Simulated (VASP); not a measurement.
# Nb3Sn (Pm-3n) in VASP: relaxation of the atoms with PBE

Aim: the relaxation of the atoms of Nb3Sn with PBE.

Program: VASP 6.6.1. These are calculated values, not measurements. Logs are shortened: lines on timing, memory, paths and dates and some standing lists are left out, and cuts for length are marked.

## 1. The cell of the first run

Symmetry: Pm-3n, No. 223, cubic system. The conventional cell has a = 5.282 Å, b = 5.282 Å, c = 5.282 Å, α = 90.00°, β = 90.00°, γ = 90.00°. Within 3.5 Å of Nb (site symmetry -4m2) lie 10 Nb at 2.64 to 3.23 Å and 4 Sn at 2.95 Å. Within 3.9 Å of Sn (site symmetry m-3) lie 12 Nb at 2.95 Å.

## 2. Relaxation of the atoms, PBE

INCAR reads:

```
SYSTEM = Nb3Sn
PREC = Accurate
ENCUT = 520
EDIFF = 1E-7
ISMEAR = -1
SIGMA = 0.05
LREAL = .FALSE.
LASPH = .TRUE.
NELM = 80
ALGO = Normal
ISIF = 2
LWAVE = .FALSE.
LCHARG = .FALSE.
GGA = PE
IBRION = 2
NSW = 80
EDIFFG = -0.02
KPAR = 2
```

KPOINTS reads:

```
regular mesh
0
G
  6 6 6
  0 0 0
```

POSCAR reads:

```
Nb3Sn
1.0
    5.2821000000      0.0000000000      0.0000000000
    0.0000000000      5.2821000000      0.0000000000
    0.0000000000      0.0000000000      5.2821000000
Nb Sn
6 2
Direct
    0.2500000000      0.0000000000      0.5000000000
    0.5000000000      0.7500000000      0.0000000000
    0.7500000000      0.0000000000      0.5000000000
    0.5000000000      0.2500000000      0.0000000000
    0.0000000000      0.5000000000      0.7500000000
    0.0000000000      0.5000000000      0.2500000000
    0.0000000000      0.0000000000      0.0000000000
    0.5000000000      0.5000000000      0.5000000000
```

Potentials or basis: VASP PAW PBE potentials, release 64 (Nb_sv, Sn_d).

On the command line:

```sh
$ cat potpaw_PBE.64/Nb_sv/POTCAR potpaw_PBE.64/Sn_d/POTCAR > POTCAR
$ mpirun -np 2 vasp_std > vasp.out
```

OUTCAR:

```text
SYSTEM = Nb3Sn
   PREC = Accurate
   ENCUT = 520
   EDIFF = 1E-7
   ISMEAR = -1
   LREAL = .FALSE.
   LASPH = .TRUE.
   NELM = 80
   ISIF = 2
   GGA = PE
   IBRION = 2
   NSW = 80
   EDIFFG = -0.02

 ion  position               nearest neighbor table
   1  0.250  0.000  0.500-   3 2.64   3 2.64   8 2.95   7 2.95   8 2.95   7 2.95
   2  0.500  0.750  0.000-   4 2.64   4 2.64   8 2.95   8 2.95   7 2.95   7 2.95
   3  0.750  0.000  0.500-   1 2.64   1 2.64   8 2.95   7 2.95   8 2.95   7 2.95
   4  0.500  0.250  0.000-   2 2.64   2 2.64   8 2.95   8 2.95   7 2.95   7 2.95
   5  0.000  0.500  0.750-   6 2.64   6 2.64   8 2.95   7 2.95   7 2.95   8 2.95
   6  0.000  0.500  0.250-   5 2.64   5 2.64   8 2.95   7 2.95   7 2.95   8 2.95
   7  0.000  0.000  0.000-   1 2.95   2 2.95   3 2.95   4 2.95   5 2.95   6 2.95   1 2.95   3 2.95
                             5 2.95   6 2.95   2 2.95   4 2.95
   8  0.500  0.500  0.500-   1 2.95   2 2.95   3 2.95   4 2.95   5 2.95   6 2.95   2 2.95   4 2.95
                             1 2.95   3 2.95   5 2.95   6 2.95

  LATTYP: Found a simple cubic cell.
 ALAT       =     5.2821000000

  Lattice vectors:

 A1 = (   5.2821000000,   0.0000000000,   0.0000000000)
 A2 = (   0.0000000000,   5.2821000000,   0.0000000000)
 A3 = (   0.0000000000,   0.0000000000,   5.2821000000)

Analysis of symmetry for initial positions (statically):
=====================================================================
 Subroutine PRICEL returns:
 Original cell was already a primitive cell.

 Routine SETGRP: Setting up the symmetry group for a
 simple cubic supercell.

 Subroutine GETGRP returns: Found 48 space group operations
 (whereof 24 operations were pure point group operations)
 out of a pool of 48 trial point group operations.

The static configuration has the point symmetry T_h .
 The point group associated with its full space group is O_h .

Analysis of symmetry for dynamics (positions and initial velocities):
=====================================================================
 Subroutine PRICEL returns:
 Original cell was already a primitive cell.

 Routine SETGRP: Setting up the symmetry group for a
 simple cubic supercell.

 Subroutine GETGRP returns: Found 48 space group operations
 (whereof 24 operations were pure point group operations)
 out of a pool of 48 trial point group operations.

The dynamic configuration has the point symmetry T_h .
 The point group associated with its full space group is O_h .

 Subroutine INISYM returns: Found 48 space group operations
 (whereof 24 operations are pure point group operations),
 and found     1 'primitive' translations

[... 111 lines left out ...]
   PSTRESS=    0.0 pullay stress
   NELECT =     106.0000    total number of electrons
   NUPDOWN=      -1.0000    fix difference up-down
   EMIN   =  10.00;   EMAX   =-10.00  energy-range for DOS
   EFERMI =   0.00;   METHOD = LEGACY
   ISMEAR =    -1;   SIGMA  =   0.05  broadening in eV -4-tet -1-fermi 0-gaus
   EFERMI_NEDOS =   21; number of points for ismear=-14 and -15
   IALGO  =     38    algorithm
   IMIX   =      4    mixing-type and parameters
     AMIX     =   0.40;   BMIX     =  1.00
     AMIX_MAG =   1.60;   BMIX_MAG =  1.00
  volume/ion in A,a.u.               =      18.42       124.32
  Fermi-wavevector in a.u.,A,eV,Ry     =   1.466798  2.771845 29.272866  2.151495
  Thomas-Fermi vector in A             =   2.582492
   LORBIT       =      0    0 simple, 1 ext, 2 COOP (PROOUT), +10 PAW based schemes
   GGA     = PE    functional components
   LHFCALC =     F    Hartree Fock is set to
   AEXX    =    0.0000 exact exchange contribution
   IVDW    =     0    specifies the selected vdW correction
   LEPSILON=     F    determine dielectric tensor
   LRPA    =     F    only Hartree local field effects (RPA)
 conjugate gradient relaxation of ions
 non-spin polarized calculation
  energy-cutoff  :      520.00
  volume of cell :      147.37
 maximum number of plane-waves:      3988
 NGX is ok and might be reduce to    40
   NGX = 19   NGY = 19   NGZ = 19

 number of electron     106.0000022 magnetization

 Free energy of the ion-electron system (eV)
  ---------------------------------------------------
  ext. energy  EPLUGINS =         0.00000000
  ---------------------------------------------------
  free energy    TOTEN  =       -70.39091689 eV

  energy without entropy =      -70.28651502  energy(sigma->0) =      -70.33871596

 E-fermi :  11.4558     XC(G=0): -12.3667

 val. band max:       11.4539489210   @ k =   0.1667   0.0000   0.0000
 cond. band min:      11.4609369389   @ k =   0.1667   0.1667   0.1667
 fundamental gap:      0.0069880179
 Fermi energy:        11.4558115827

 k-point     1 :       0.0000    0.0000    0.0000
  band No.  band energies     occupation
      1     -43.1217      2.00000
      2     -43.0487      2.00000
      3     -43.0487      2.00000
      4     -42.8260      2.00000
      5     -42.8260      2.00000
      6     -42.8260      2.00000
[... 1309 lines left out ...]
     62      13.9545      0.00000
     63      13.9552      0.00000

------------------------ aborting loop because EDIFF is reached ----------------------------------------

  FORCE on cell =-STRESS in cart. coord.  units (eV):
  Direction    XX          YY          ZZ          XY          YZ          ZX
  --------------------------------------------------------------------------------------
  -------------------------------------------------------------------------------------
  Total        2.9948633      2.9948633      2.9948633     -0.0000000      0.0000000     -0.0000000
  in kB       32.5587503     32.5587503     32.5587503     -0.0000000      0.0000000     -0.0000000
  external PRESSURE =      32.5587503 kB  Pullay stress =       0.0000000 kB

 VOLUME and BASIS-vectors are now :
 -----------------------------------------------------------------------------
  energy-cutoff  :      520.00
  volume of cell :      147.37
      direct lattice vectors                 reciprocal lattice vectors
     5.282100000  0.000000000  0.000000000     0.189318642  0.000000000  0.000000000
     0.000000000  5.282100000  0.000000000     0.000000000  0.189318642  0.000000000
     0.000000000  0.000000000  5.282100000     0.000000000  0.000000000  0.189318642

 POSITION                                       TOTAL-FORCE (eV/Angst)
 -----------------------------------------------------------------------------------
      1.32052      0.00000      2.64105         0.000000     -0.000000      0.000000
      2.64105      3.96157      0.00000         0.000000     -0.000000      0.000000
      3.96157      0.00000      2.64105        -0.000000     -0.000000     -0.000000
      2.64105      1.32052      0.00000        -0.000000      0.000000      0.000000
      0.00000      2.64105      3.96157         0.000000      0.000000     -0.000000
      0.00000      2.64105      1.32052         0.000000     -0.000000      0.000000
      0.00000      0.00000      0.00000        -0.000000     -0.000000     -0.000000
      2.64105      2.64105      2.64105        -0.000000     -0.000000     -0.000000
 -----------------------------------------------------------------------------------
    total drift:                                0.000000     -0.000000      0.000000

  FREE ENERGIE OF THE ION-ELECTRON SYSTEM (eV)
  ---------------------------------------------------
  free  energy   TOTEN  =       -70.3909168942 eV

  energy  without entropy=      -70.2865150195  energy(sigma->0) =      -70.33871596

 reached required accuracy - stopping structural energy minimisation
```

OSZICAR:

```text
N       E                     dE             d eps       ncg     rms          rms(c)
DAV:   1     0.182591467699E+04    0.18259E+04   -0.51838E+04  2646   0.224E+03
DAV:   2     0.213299416004E+03   -0.16126E+04   -0.15791E+04  2552   0.833E+02
DAV:   3    -0.401222949447E+02   -0.25342E+03   -0.24405E+03  3336   0.280E+02
DAV:   4    -0.707376114393E+02   -0.30615E+02   -0.29823E+02  3824   0.855E+01
DAV:   5    -0.732291717561E+02   -0.24916E+01   -0.24498E+01  4560   0.215E+01    0.179E+01
DAV:   6    -0.706061769457E+02    0.26230E+01   -0.90843E+00  3673   0.154E+01    0.590E+00
DAV:   7    -0.703813043693E+02    0.22487E+00   -0.18846E+00  3976   0.695E+00    0.265E+00
DAV:   8    -0.703889732346E+02   -0.76689E-02   -0.24389E-01  4018   0.261E+00    0.644E-01
DAV:   9    -0.703903129741E+02   -0.13397E-02   -0.38886E-02  4040   0.107E+00    0.383E-01
DAV:  10    -0.703909715048E+02   -0.65853E-03   -0.63059E-03  3995   0.374E-01    0.599E-02
DAV:  11    -0.703909324921E+02    0.39013E-04   -0.60773E-04  3472   0.139E-01    0.271E-02
DAV:  12    -0.703909178457E+02    0.14646E-04   -0.65054E-05  4328   0.451E-02    0.538E-03
DAV:  13    -0.703909172321E+02    0.61354E-06   -0.58470E-06  3712   0.131E-02    0.248E-03
DAV:  14    -0.703909169102E+02    0.32190E-06   -0.58949E-07  2968   0.457E-03    0.648E-04
DAV:  15    -0.703909168942E+02    0.15991E-07   -0.88794E-08  2120   0.181E-03
   1 F= -.70390917E+02 E0= -.70338716E+02  d E =-.703909E+02
```

Wall time 97 s (2 MPI ranks of Intel Xeon Platinum 8259CL at 2.50GHz (Skylake/Cascade Lake), shared host); peak memory 0.31 GiB.

Results:

| Item | Value |
| --- | --- |
| Free energy | -70.3909 eV |
| Pressure after relaxing | 3.3 GPa |
| Band gap on the k mesh | zero (bands 53 and 54 overlap by 0.57 eV) |

Final structure:
```
Nb Sn
1.0
     5.28210    0.00000    0.00000
     0.00000    5.28210    0.00000
     0.00000    0.00000    5.28210
Nb Sn
6 2
Direct
  0.25000 0.00000 0.50000
  0.50000 0.75000 0.00000
  0.75000 0.00000 0.50000
  0.50000 0.25000 0.00000
  0.00000 0.50000 0.75000
  0.00000 0.50000 0.25000
  0.00000 0.00000 0.00000
  0.50000 0.50000 0.50000
```

Levels at points of the mesh, in eV from the Fermi level:
```tsv
k point	band 49	band 50	band 51	band 52	band 53	band 54	band 55	band 56	band 57	band 58
(0.00, 0.00, 0.00)	-1.39	-0.55	-0.55	-0.55	-0.07	-0.07	2.38	2.38	2.38	2.47
(0.50, 0.00, 0.00)	-1.02	-1.02	-0.85	-0.85	-0.38	-0.38	1.52	1.52	2.18	2.18
(0.50, 0.50, 0.00)	0.09	0.09	0.16	0.16	0.19	0.58	0.63	0.63	0.75	0.91
(0.50, 0.50, 0.50)	0.03	0.03	0.03	0.03	0.12	0.12	0.12	0.12	0.12	0.12
```

Caveat: the relaxation stopped at its first step, so nothing moved; spin-orbit coupling is left out, which moves the levels of the heavy elements.
